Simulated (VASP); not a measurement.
# CaO (Fm-3m) in VASP: further runs, part 2 of 2

VASP 6.6.1.

**3. Relaxation of cell and atoms, PBEsol**

This run uses another cell than the first one, of 14.09 Å³/atom, 1.079 times its volume.

INCAR

```
SYSTEM = CaO
ALGO = Normal
EDIFF = 1E-7
EDIFFG = -0.005
ENCUT = 600
GGA = PS
IBRION = 2
ISIF = 3
ISMEAR = -1
LASPH = .True.
LCHARG = .False.
LREAL = .False.
LWAVE = .False.
NELM = 100
NSW = 80
PREC = Accurate
SIGMA = 0.02
```

KPOINTS

```
k-points
0
Gamma
  8 8 8
  0 0 0
```

POSCAR

```
CaO
1.0
    0.0000000000      2.4151779043      2.4151779043
    2.4151779043      0.0000000000      2.4151779043
    2.4151779043      2.4151779043      0.0000000000
Ca O
1 1
Direct
    0.0000000000      0.0000000000      0.0000000000
    0.5000000000      0.5000000000      0.5000000000
```

Potentials or basis: VASP PAW PBE potentials, release 64 (Ca_sv, O).

Launch:

```bash
> cat potpaw_PBE.64/Ca_sv/POTCAR potpaw_PBE.64/O/POTCAR > POTCAR
> mpirun -np 1 vasp_std > vasp.out
```

OUTCAR:

```text
SYSTEM = CaO
   EDIFF = 1E-7
   EDIFFG = -0.005
   ENCUT = 600
   GGA = PS
   IBRION = 2
   ISIF = 3
   ISMEAR = -1
   LASPH = .True.
   LREAL = .False.
   NELM = 100
   NSW = 80
   PREC = Accurate

 ion  position               nearest neighbor table
   1  0.000  0.000  0.000-   2 2.42   2 2.42   2 2.42   2 2.42   2 2.42   2 2.42
   2  0.500  0.500  0.500-   1 2.42   1 2.42   1 2.42   1 2.42   1 2.42   1 2.42

  LATTYP: Found a face centered cubic cell.
 ALAT       =     4.8303558086

  Lattice vectors:

 A1 = (   0.0000000000,   2.4151779043,   2.4151779043)
 A2 = (   2.4151779043,   0.0000000000,   2.4151779043)
 A3 = (   2.4151779043,   2.4151779043,   0.0000000000)

Analysis of symmetry for initial positions (statically):
=====================================================================
 Subroutine PRICEL returns:
 Original cell was already a primitive cell.

 Routine SETGRP: Setting up the symmetry group for a
 face centered cubic supercell.

 Subroutine GETGRP returns: Found 48 space group operations
 (whereof 48 operations were pure point group operations)
 out of a pool of 48 trial point group operations.

The static configuration has the point symmetry O_h .

Analysis of symmetry for dynamics (positions and initial velocities):
=====================================================================
 Subroutine PRICEL returns:
 Original cell was already a primitive cell.

 Routine SETGRP: Setting up the symmetry group for a
 face centered cubic supercell.

 Subroutine GETGRP returns: Found 48 space group operations
 (whereof 48 operations were pure point group operations)
 out of a pool of 48 trial point group operations.

The dynamic configuration has the point symmetry O_h .

 Subroutine INISYM returns: Found 48 space group operations
 (whereof 48 operations are pure point group operations),
 and found     1 'primitive' translations

----------------------------------------------------------------------------------------

                                     Primitive cell

  volume of cell :      28.1759

  direct lattice vectors                    reciprocal lattice vectors
     0.000000000  2.415177904  2.415177904    -0.207024087  0.207024087  0.207024087
     2.415177904  0.000000000  2.415177904     0.207024087 -0.207024087  0.207024087
     2.415177904  2.415177904  0.000000000     0.207024087  0.207024087 -0.207024087

  length of vectors
     3.415577348  3.415577348  3.415577348     0.358576237  0.358576237  0.358576237

  position of ions in fractional coordinates (direct lattice)
     0.000000000  0.000000000  0.000000000
     0.500000000  0.500000000  0.500000000

  ion indices of the primitive-cell ions
   primitive index   ion index
                 1           1
                 2           2

----------------------------------------------------------------------------------------

 KPOINTS: k-points

Automatic generation of k-mesh.
 Grid dimensions read from file:
 generate k-points for:    8    8    8

 Generating k-lattice:

  Cartesian coordinates                     Fractional coordinates (reciprocal lattice)
    -0.025878011  0.025878011  0.025878011     0.125000000  0.000000000  0.000000000
     0.025878011 -0.025878011  0.025878011     0.000000000  0.125000000  0.000000000
     0.025878011  0.025878011 -0.025878011     0.000000000  0.000000000  0.125000000

  Length of vectors
[... 49 lines left out ...]
   ISPIN  =      1    spin polarized calculation?
   LNONCOLLINEAR =      F non collinear calculations
   LSORBIT =      F    spin-orbit coupling
   LASPH  =      T    aspherical Exc in radial PAW
   ENCUT  =  600.0 eV  44.10 Ry    6.64 a.u.   6.82  6.82  6.82*2*pi/ulx,y,z
   NELM   =    100;   NELMIN=  2; NELMDL= -5     # of ELM steps
   EDIFF  = 0.1E-06   stopping-criterion for ELM
   LREAL  =      F    real-space projection
   EDIFFG = -.5E-02   stopping-criterion for IOM
   NSW    =     80    number of steps for IOM
   IBRION =      2    ionic relax: 0-MD 1-quasi-New 2-CG
   NFREE  =      1    steps in history (QN), initial steepest desc. (CG)
   ISIF   =      3    stress and relaxation
   ISYM   =      2    0-nonsym 1-usesym 2-fastsym
   POTIM  = 0.5000    time-step for ionic-motion
   TEBEG  =    0.0;   TEEND  =   0.0 temperature during run
   PSTRESS=    0.0 pullay stress
   NELECT =      16.0000    total number of electrons
   NUPDOWN=      -1.0000    fix difference up-down
   EMIN   =  10.00;   EMAX   =-10.00  energy-range for DOS
   EFERMI =   0.00;   METHOD = LEGACY
   ISMEAR =    -1;   SIGMA  =   0.02  broadening in eV -4-tet -1-fermi 0-gaus
   EFERMI_NEDOS =   21; number of points for ismear=-14 and -15
   IALGO  =     38    algorithm
   IMIX   =      4    mixing-type and parameters
     AMIX     =   0.40;   BMIX     =  1.00
     AMIX_MAG =   1.60;   BMIX_MAG =  1.00
  volume/ion in A,a.u.               =      14.09        95.07
  Fermi-wavevector in a.u.,A,eV,Ry     =   1.355675  2.561855 25.005544  1.837856
  Thomas-Fermi vector in A             =   2.482743
   LORBIT       =      0    0 simple, 1 ext, 2 COOP (PROOUT), +10 PAW based schemes
   GGA     = PS    functional components
   LHFCALC =     F    Hartree Fock is set to
   AEXX    =    0.0000 exact exchange contribution
   IVDW    =     0    specifies the selected vdW correction
   LEPSILON=     F    determine dielectric tensor
   LRPA    =     F    only Hartree local field effects (RPA)
 conjugate gradient relaxation of ions
 non-spin polarized calculation
  energy-cutoff  :      600.00
  volume of cell :       28.18
 maximum number of plane-waves:       960
   NGX = 13   NGY = 13   NGZ = 13

--------------------------------------- Ionic step        1  -------------------------------------------

 number of electron      15.9999999 magnetization

 Free energy of the ion-electron system (eV)
  ---------------------------------------------------
  ext. energy  EPLUGINS =         0.00000000
  ---------------------------------------------------
  free energy    TOTEN  =       -13.40358827 eV

  energy without entropy =      -13.40358827  energy(sigma->0) =      -13.40358827

------------------------ aborting loop because EDIFF is reached ----------------------------------------

  FORCE on cell =-STRESS in cart. coord.  units (eV):
  Direction    XX          YY          ZZ          XY          YZ          ZX
  --------------------------------------------------------------------------------------
  -------------------------------------------------------------------------------------
  Total       -0.6533434     -0.6533434     -0.6533434      0.0000000      0.0000000     -0.0000000
  in kB      -37.1513626    -37.1513626    -37.1513626      0.0000000      0.0000000     -0.0000000
  external PRESSURE =     -37.1513626 kB  Pullay stress =       0.0000000 kB
[... 59 lines left out ...]
--------------------------------------- Ionic step        3  -------------------------------------------

 number of electron      15.9999997 magnetization

 Free energy of the ion-electron system (eV)
  ---------------------------------------------------
  ext. energy  EPLUGINS =         0.00000000
  ---------------------------------------------------
  free energy    TOTEN  =       -13.41511667 eV

  energy without entropy =      -13.41511667  energy(sigma->0) =      -13.41511667

 E-fermi :   2.8450     XC(G=0): -10.8353

 val. band max:        2.3066045233   @ k =   0.0000   0.0000   0.0000
 cond. band min:       5.8325739490   @ k =   0.5000   0.5000   0.0000
 fundamental gap:      3.5259694257
 Fermi energy:         2.8449896132

 k-point     1 :       0.0000    0.0000    0.0000
  band No.  band energies     occupation
      1     -34.9983      2.00000
      2     -15.8243      2.00000
      3     -15.8243      2.00000
      4     -15.8243      2.00000
      5     -13.1766      2.00000
      6       2.3066      2.00000
      7       2.3066      2.00000
      8       2.3066      2.00000
      9       7.0327      0.00000
     10       8.5473      0.00000
     11       8.5473      0.00000
     12       8.5473      0.00000
[... 331 lines left out ...]
 k-point    24 :      -0.3750    0.2500    0.1250
  band No.  band energies     occupation
      1     -34.8633      2.00000
      2     -16.8229      2.00000
      3     -16.0891      2.00000
      4     -15.9629      2.00000
      5     -12.1621      2.00000
      6       0.1818      2.00000
      7       1.1410      2.00000
      8       1.2075      2.00000
      9       9.0898      0.00000
     10       9.1531      0.00000
     11      11.2109      0.00000
     12      11.4044      0.00000

 [... further k-points ...]

------------------------ aborting loop because EDIFF is reached ----------------------------------------

  FORCE on cell =-STRESS in cart. coord.  units (eV):
  Direction    XX          YY          ZZ          XY          YZ          ZX
  --------------------------------------------------------------------------------------
  -------------------------------------------------------------------------------------
  Total        0.0003896      0.0003896      0.0003896      0.0000000      0.0000000     -0.0000000
  in kB        0.0229419      0.0229419      0.0229419      0.0000000      0.0000000     -0.0000000
  external PRESSURE =       0.0229419 kB  Pullay stress =       0.0000000 kB
[... 17 lines left out ...]
  FREE ENERGIE OF THE ION-ELECTRON SYSTEM (eV)
  ---------------------------------------------------
  free  energy   TOTEN  =       -13.4151166662 eV

  energy  without entropy=      -13.4151166662  energy(sigma->0) =      -13.41511667

 reached required accuracy - stopping structural energy minimisation
```

CONTCAR:

```text
CaO
   1.00000000000000
     0.0000000000000000    2.3873056447565646    2.3873056447565646
     2.3873056447565646    0.0000000000000000    2.3873056447565646
     2.3873056447565646    2.3873056447565646   -0.0000000000000000
  Ca              O
     1     1
Direct
     0.0000000000000000    0.0000000000000000    0.0000000000000000
     0.5000000000000000    0.5000000000000000    0.5000000000000000

  0.00000000E+00  0.00000000E+00  0.00000000E+00
  0.00000000E+00  0.00000000E+00  0.00000000E+00
```

Run time: 31 s. Hardware: 1 thread of Intel Xeon 6975P-C, shared host; peak memory 0.17 GiB.

What came out:

- Free energy: -13.4151 eV
- Relaxed volume: 13.61 Å³/atom
- Relaxed cell: a = 3.376 Å, b = 3.376 Å, c = 3.376 Å, α = 60.00°, β = 60.00°, γ = 60.00°
- Space group after relaxing (to 0.05 Å): Fm-3m (No. 225)
- Energy gained by relaxing: 5.8 meV/atom
- Ionic steps: 3
- Pressure after relaxing: 0.0 GPa
- Band gap on the k mesh: 3.53 eV, indirect (least direct gap 3.90 eV)

The path:
```tsv
step	energy change (eV)	largest force (eV/Å)	pressure (GPa)	volume (Å³)
1	0.0000	0.0000	-3.72	28.18
2	-0.0099	0.0000	1.52	26.86
3	-0.0115	0.0000	0.00	27.21
```

Final structure:
```cif
data_structure
_symmetry_space_group_name_H-M 'P 1'
_symmetry_Int_Tables_number 1
_cell_length_a 3.3762
_cell_length_b 3.3762
_cell_length_c 3.3762
_cell_angle_alpha 60.000
_cell_angle_beta 60.000
_cell_angle_gamma 60.000
_cell_volume 27.21
loop_
_atom_site_label
_atom_site_type_symbol
_atom_site_fract_x
_atom_site_fract_y
_atom_site_fract_z
_atom_site_occupancy
Ca1 Ca 0.00000 0.00000 0.00000 1
O1 O 0.50000 0.50000 0.50000 1
```

Caveat: the PAW data sets were made with another functional, which shifts forces and pressure a little. A hybrid or GW would open this gap; PBEsol tends to underestimate it.

**4. Relaxation of cell and atoms, LDA**

This run uses another cell than the first one, of 14.09 Å³/atom, 1.079 times its volume.

INCAR

```
PREC     = Accurate       # precision mode
ENCUT    = 600            # plane-wave cutoff, eV
EDIFF    = 1E-6           # SCF threshold, eV
ISMEAR   = -1             # smearing method
SIGMA    = 0.02           # smearing width, eV
LREAL    = F              # projectors in reciprocal space
LASPH    = T              # aspherical terms in the spheres
NELM     = 80             # most SCF steps
ALGO     = Normal         # electronic algorithm
ISIF     = 3              # what is computed and relaxed
LWAVE    = F              # write WAVECAR
LCHARG   = F              # write CHGCAR
IBRION   = 2              # ionic algorithm
NSW      = 80             # ionic steps
EDIFFG   = -0.005         # ionic threshold
```

KPOINTS

```
regular mesh
0
Gamma
  8 8 8
```

POSCAR is that of step 3.

Potentials or basis: VASP PAW LDA potentials, release 64 (Ca_sv, O).

Launch:

```bash
> cat potpaw_LDA.64/Ca_sv/POTCAR potpaw_LDA.64/O/POTCAR > POTCAR
> mpirun -np 1 vasp_std > vasp.out
```

It took 31 s on 1 thread of Intel Xeon 6975P-C, shared host; peak memory 0.16 GiB.

It converged, with:

| Item | Value |
| --- | --- |
| Free energy | -14.2272 eV |
| Relaxed volume | 13.12 Å³/atom |
| Relaxed cell | a = 3.336 Å, b = 3.336 Å, c = 3.336 Å, α = 60.00°, β = 60.00°, γ = 60.00° |
| Space group after relaxing (to 0.05 Å) | Fm-3m (No. 225) |
| Energy gained by relaxing | 25.0 meV/atom |
| Ionic steps | 3 |
| Pressure after relaxing | 0.0 GPa |
| Band gap on the k mesh | 3.43 eV, indirect (least direct gap 3.79 eV) |

The path:
| step | energy change (eV) | largest force (eV/Å) | pressure (GPa) | volume (Å³) |
| --- | --- | --- | --- | --- |
| 1 | 0.0000 | 0.0000 | -7.81 | 28.18 |
| 2 | -0.0402 | 0.0000 | 4.15 | 25.47 |
| 3 | -0.0501 | 0.0000 | -0.01 | 26.25 |

Final structure:
```
CELL_PARAMETERS angstrom
0.00000 2.35876 2.35876
2.35876 0.00000 2.35876
2.35876 2.35876 0.00000
ATOMIC_POSITIONS crystal
Ca 0.00000 0.00000 0.00000
O 0.50000 0.50000 0.50000
```

Levels at points of the mesh, in eV from the valence-band top:
```
           k point  band 5  band 6  band 7  band 8  band 9  band 10  band 11  band 12
(0.00, 0.00, 0.00)  -15.32    0.00    0.00    0.00    5.03     6.24     6.24     6.24
(0.50, 0.00, 0.00)  -13.81   -2.85   -1.35   -1.35    7.22     8.61     8.61     8.74
(0.50, 0.50, 0.00)  -15.07   -1.27   -0.36   -0.36    3.43     8.44     9.20     9.92
```

A k mesh can miss the band edges. A hybrid or GW would open this gap; LDA tends to underestimate it.

**5. Overview**

```csv
level,potentials or basis,cell,gap on the mesh (eV),pressure (GPa),relaxed volume (Å³/atom)
PBE,"VASP PAW PBE potentials, release 64 (Ca_sv, O)","relaxed from a = 3.330 Å, angles 60.0°, 2 atoms",3.64,0.0,14.16
PBEsol,"VASP PAW PBE potentials, release 64 (Ca_sv, O)","relaxed from a = 3.416 Å, angles 60.0°, 2 atoms",3.53,0.0,13.61
LDA,"VASP PAW LDA potentials, release 64 (Ca_sv, O)","relaxed from a = 3.416 Å, angles 60.0°, 2 atoms",3.43,0.0,13.12
```

Alike in all rows: task relaxation of cell and atoms; no spin polarisation; k mesh 8 × 8 × 8; cutoff (eV) 600; smearing fermi-dirac 0.02 eV.

Caveats: the PAW data sets were made with another functional, which shifts forces and pressure a little (some runs).

Absolute energies hang on the potentials; compare differences alone.
